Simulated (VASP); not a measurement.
# Y (P6_3/mmc) in VASP: a series of runs

Y is run at these levels: LDA; tasks: single point.

All numbers are computed with VASP 6.6.1; they aren't measurements. Logs are shortened: lines on timing, memory, paths and dates and some standing lists are left out, and cuts for length are marked.

## (1) The cell of the first run

The structure is hexagonal, space group P6_3/mmc (No. 194). Conventional cell: a = 3.602 Å, b = 3.602 Å, c = 5.670 Å, α = 90.00°, β = 90.00°, γ = 120.00°. Y (site symmetry -6m2) has 12 Y at 3.52 to 3.60 Å within 4.6 Å.

## (2) Single point, LDA (volume scaled by 0.96)

Contents of INCAR:

```
SYSTEM = Y
PREC = Accurate ; ENCUT = 520
EDIFF = 1E-6 ; ISMEAR = -1
SIGMA = 0.08 ; LREAL = .False.
LASPH = .True. ; NELM = 80
ALGO = Normal ; ISIF = 2
LWAVE = .False. ; LCHARG = .True.
LELF = .True. ; LVHAR = .True.
NBANDS = 18
```

Contents of KPOINTS:

```
Automatic mesh
0
Gamma
  12 12 7
  0 0 0
```

Contents of POSCAR:

```
Y
1.0
    3.6021486032      0.0000000000      0.0000000000
   -1.8010743015      3.1195521985      0.0000000000
    0.0000000000      0.0000000000      5.6697229104
Y
2
Direct
    0.3333333333      0.6666666667      0.2500000000
    0.6666666667      0.3333333333      0.7500000000
```

Potentials or basis: VASP PAW LDA potentials, release 64 (Y_sv).

The run is started by

```bash
$ cat potpaw_LDA.64/Y_sv/POTCAR > POTCAR
$ mpirun -np 1 vasp_std > vasp.out
```

OUTCAR:

```text
SYSTEM = Y
   PREC = Accurate
   ENCUT = 520
   EDIFF = 1E-6
   ISMEAR = -1
   LREAL = .False.
   LASPH = .True.
   NELM = 80
   ISIF = 2

 ion  position               nearest neighbor table
   1  0.333  0.667  0.250-   2 3.52   2 3.52   2 3.52   2 3.52   2 3.52   2 3.52
   2  0.667  0.333  0.750-   1 3.52   1 3.52   1 3.52   1 3.52   1 3.52   1 3.52

  LATTYP: Found a hexagonal cell.
 ALAT       =     3.6021486032
 C/A-ratio  =     1.5739836234

  Lattice vectors:

 A1 = (   3.6021486032,   0.0000000000,   0.0000000000)
 A2 = (  -1.8010743015,   3.1195521985,   0.0000000000)
 A3 = (   0.0000000000,   0.0000000000,   5.6697229104)

Analysis of symmetry for initial positions (statically):
=====================================================================
 Subroutine PRICEL returns:
 Original cell was already a primitive cell.

 Routine SETGRP: Setting up the symmetry group for a
 hexagonal supercell.

 Subroutine GETGRP returns: Found 24 space group operations
 (whereof 12 operations were pure point group operations)
 out of a pool of 24 trial point group operations.

The static configuration has the point symmetry D_3d.
 The point group associated with its full space group is D_6h.

Analysis of symmetry for dynamics (positions and initial velocities):
=====================================================================
 Subroutine PRICEL returns:
 Original cell was already a primitive cell.

 Routine SETGRP: Setting up the symmetry group for a
 hexagonal supercell.

 Subroutine GETGRP returns: Found 24 space group operations
 (whereof 12 operations were pure point group operations)
 out of a pool of 24 trial point group operations.

The dynamic configuration has the point symmetry D_3d.
 The point group associated with its full space group is D_6h.

 Subroutine INISYM returns: Found 24 space group operations
 (whereof 12 operations are pure point group operations),
 and found     1 'primitive' translations

----------------------------------------------------------------------------------------

                                     Primitive cell

  volume of cell :      63.7112

  direct lattice vectors                    reciprocal lattice vectors
     3.602148603  0.000000000  0.000000000     0.277612089  0.160279415  0.000000000
    -1.801074301  3.119552199  0.000000000     0.000000000  0.320558829  0.000000000
     0.000000000  0.000000000  5.669722910     0.000000000  0.000000000  0.176375462

  length of vectors
     3.602148603  3.602148603  5.669722910     0.320558829  0.320558829  0.176375462

  position of ions in fractional coordinates (direct lattice)
     0.333333333  0.666666667  0.250000000
     0.666666667  0.333333333  0.750000000

  ion indices of the primitive-cell ions
   primitive index   ion index
                 1           1
                 2           2

----------------------------------------------------------------------------------------

 KPOINTS: Automatic mesh

Automatic generation of k-mesh.
 Grid dimensions read from file:
 generate k-points for:   12   12    7

 Generating k-lattice:

  Cartesian coordinates                     Fractional coordinates (reciprocal lattice)
     0.023134341  0.013356618  0.000000000     0.083333333  0.000000000  0.000000000
     0.000000000  0.026713236  0.000000000     0.000000000  0.083333333  0.000000000
     0.000000000  0.000000000  0.025196495     0.000000000  0.000000000  0.142857143

  Length of vectors
     0.026713236  0.026713236  0.025196495

  Shift w.r.t. Gamma in fractional coordinates (k-lattice)
     0.000000000  0.000000000  0.000000000

 Subroutine IBZKPT returns following result:
 ===========================================

 Found     76 irreducible k-points:

 Following reciprocal coordinates:
            Coordinates               Weight
  0.000000  0.000000  0.000000      1.000000
  0.083333  0.000000  0.000000      6.000000
  0.166667  0.000000  0.000000      6.000000
  0.250000  0.000000  0.000000      6.000000
  0.333333  0.000000  0.000000      6.000000
  0.416667  0.000000  0.000000      6.000000
[... 16 lines left out ...]
  0.250000  0.000000  0.142857     12.000000
  0.333333  0.000000  0.142857     12.000000
 [... further k-points ...]
   k-points           NKPTS =     76   k-points in BZ     NKDIM =     76   number of bands    NBANDS=     18
   number of dos      NEDOS =    301   number of ions     NIONS =      2
   total plane-waves  NPLWV =  32928
   dimension x,y,z NGX =    28 NGY =   28 NGZ =   42
   dimension x,y,z NGXF=    56 NGYF=   56 NGZF=   84
   ions per type =               2
   NGX,Y,Z   is equivalent  to a cutoff of  12.92, 12.92, 12.32 a.u.
   NGXF,Y,Z  is equivalent  to a cutoff of  25.85, 25.85, 24.63 a.u.
 SYSTEM =  Y
   PREC   = accura    normal or accurate (medium, high low for compatibility)
   ISTART =      0    job   : 0-new  1-cont  2-samecut
   ICHARG =      2    charge: 1-file 2-atom 10-const
   ISPIN  =      1    spin polarized calculation?
   LNONCOLLINEAR =      F non collinear calculations
   LSORBIT =      F    spin-orbit coupling
   LASPH  =      T    aspherical Exc in radial PAW
   ENCUT  =  520.0 eV  38.22 Ry    6.18 a.u.   6.70  6.70 10.54*2*pi/ulx,y,z
   NELM   =     80;   NELMIN=  2; NELMDL= -5     # of ELM steps
   EDIFF  = 0.1E-05   stopping-criterion for ELM
   LREAL  =      F    real-space projection
   EDIFFG = 0.1E-04   stopping-criterion for IOM
   NSW    =      0    number of steps for IOM
   IBRION =     -1    ionic relax: 0-MD 1-quasi-New 2-CG
   NFREE  =      0    steps in history (QN), initial steepest desc. (CG)
   ISIF   =      2    stress and relaxation
   ISYM   =      2    0-nonsym 1-usesym 2-fastsym
   POTIM  = 0.5000    time-step for ionic-motion
   TEBEG  =    0.0;   TEEND  =   0.0 temperature during run
   PSTRESS=    0.0 pullay stress
   NELECT =      22.0000    total number of electrons
   NUPDOWN=      -1.0000    fix difference up-down
   EMIN   =  10.00;   EMAX   =-10.00  energy-range for DOS
   EFERMI =   0.00;   METHOD = LEGACY
   ISMEAR =    -1;   SIGMA  =   0.08  broadening in eV -4-tet -1-fermi 0-gaus
   EFERMI_NEDOS =   21; number of points for ismear=-14 and -15
   IALGO  =     38    algorithm
   IMIX   =      4    mixing-type and parameters
     AMIX     =   0.40;   BMIX     =  1.00
     AMIX_MAG =   1.60;   BMIX_MAG =  1.00
  volume/ion in A,a.u.               =      31.86       214.97
  Fermi-wavevector in a.u.,A,eV,Ry     =   1.148534  2.170414 17.947855  1.319130
  Thomas-Fermi vector in A             =   2.285208
   LORBIT       =      0    0 simple, 1 ext, 2 COOP (PROOUT), +10 PAW based schemes
   GGA     = CA    functional components
   LHFCALC =     F    Hartree Fock is set to
   AEXX    =    0.0000 exact exchange contribution
   IVDW    =     0    specifies the selected vdW correction
   LEPSILON=     F    determine dielectric tensor
   LRPA    =     F    only Hartree local field effects (RPA)
 non-spin polarized calculation
  energy-cutoff  :      520.00
  volume of cell :       63.71
 maximum number of plane-waves:      1743
 NGX is ok and might be reduce to    28
   NGX = 13   NGY = 13   NGZ = 21

 number of electron      22.0000000 magnetization

 Free energy of the ion-electron system (eV)
  ---------------------------------------------------
  ext. energy  EPLUGINS =         0.00000000
  ---------------------------------------------------
  free energy    TOTEN  =       -13.89603791 eV

  energy without entropy =      -13.81349016  energy(sigma->0) =      -13.85476404

 E-fermi :   2.9794     XC(G=0):  -9.7613

 val. band max:        2.9787470264   @ k =   0.5000   0.0000   0.0000
 cond. band min:       2.9996658786   @ k =   0.3333   0.0833   0.0000
 fundamental gap:      0.0209188523
 Fermi energy:         2.9794087460

 k-point     1 :       0.0000    0.0000    0.0000
  band No.  band energies     occupation
      1     -39.4021      2.00000
      2     -39.3170      2.00000
      3     -19.8465      2.00000
      4     -19.3086      2.00000
      5     -19.3086      2.00000
      6     -19.2099      2.00000
[... 10 lines left out ...]
     17       5.7799      0.00000
     18       5.7799      0.00000

 k-point     2 :       0.0833    0.0000    0.0000
  band No.  band energies     occupation
      1     -39.3980      2.00000
      2     -39.3154      2.00000
      3     -19.8326      2.00000
      4     -19.3373      2.00000
      5     -19.3183      2.00000
      6     -19.2401      2.00000
[... 10 lines left out ...]
     17       5.5800      0.00000
     18       5.6355      0.00000

 k-point     3 :       0.1667    0.0000    0.0000
  band No.  band energies     occupation
      1     -39.3867      2.00000
      2     -39.3116      2.00000
      3     -19.7929      2.00000
      4     -19.4159      2.00000
      5     -19.3440      2.00000
      6     -19.3206      2.00000
[... 10 lines left out ...]
     17       5.6609      0.00000
     18       5.8475      0.00000

 k-point     4 :       0.2500    0.0000    0.0000
  band No.  band energies     occupation
      1     -39.3704      2.00000
      2     -39.3070      2.00000
      3     -19.7328      2.00000
      4     -19.5237      2.00000
      5     -19.4260      2.00000
      6     -19.3775      2.00000
[... 375 lines left out ...]
      4     -19.4069      2.00000
      5     -19.3424      2.00000
      6     -19.3381      2.00000
[... 10 lines left out ...]
     17       5.8998      0.00000
     18       5.9631      0.00000

 k-point    23 :       0.2500    0.0000    0.1429
  band No.  band energies     occupation
      1     -39.3673      2.00000
      2     -39.3101      2.00000
      3     -19.7254      2.00000
      4     -19.5059      2.00000
      5     -19.4465      2.00000
      6     -19.3708      2.00000
[... 10 lines left out ...]
     17       6.3089      0.00000
     18       6.4147      0.00000

 k-point    24 :       0.3333    0.0000    0.1429
  band No.  band energies     occupation
      1     -39.3503      2.00000
      2     -39.3061      2.00000
      3     -19.7044      2.00000
      4     -19.5813      2.00000
      5     -19.5357      2.00000
      6     -19.4023      2.00000
[... 10 lines left out ...]
     17       6.9062      0.00000
     18       7.1194      0.00000

 [... further k-points ...]

------------------------ aborting loop because EDIFF is reached ----------------------------------------

  FORCE on cell =-STRESS in cart. coord.  units (eV):
  Direction    XX          YY          ZZ          XY          YZ          ZX
  --------------------------------------------------------------------------------------
  -------------------------------------------------------------------------------------
  Total       -0.9628305     -0.9628305     -1.1740594     -0.0000000     -0.0000000     -0.0000000
  in kB      -24.2127818    -24.2127818    -29.5246618     -0.0000000     -0.0000000     -0.0000000
  external PRESSURE =     -25.9834084 kB  Pullay stress =       0.0000000 kB

 VOLUME and BASIS-vectors are now :
 -----------------------------------------------------------------------------
  energy-cutoff  :      520.00
  volume of cell :       63.71
      direct lattice vectors                 reciprocal lattice vectors
     3.602148603  0.000000000  0.000000000     0.277612089  0.160279415  0.000000000
    -1.801074301  3.119552199  0.000000000     0.000000000  0.320558829  0.000000000
     0.000000000  0.000000000  5.669722910     0.000000000  0.000000000  0.176375462

 POSITION                                       TOTAL-FORCE (eV/Angst)
 -----------------------------------------------------------------------------------
     -0.00000      2.07970      1.41743        -0.000000      0.000000      0.000000
      1.80107      1.03985      4.25229         0.000000     -0.000000      0.000000
 -----------------------------------------------------------------------------------
    total drift:                               -0.000000      0.000000     -0.000000

  FREE ENERGIE OF THE ION-ELECTRON SYSTEM (eV)
  ---------------------------------------------------
  free  energy   TOTEN  =       -13.8960379077 eV

  energy  without entropy=      -13.8134901645  energy(sigma->0) =      -13.85476404
```

Wall time 42 s (1 thread of Intel Xeon Platinum 8488C (Sapphire Rapids), shared host); peak memory 0.21 GiB.

Results:

* Free energy: -13.8960 eV
* Pressure: -2.6 GPa
* Band gap on the k mesh: zero (band 11 reaches 4.02 eV, above the bottom of band 12 at 2.57 eV)

[end of part 1 of 2]
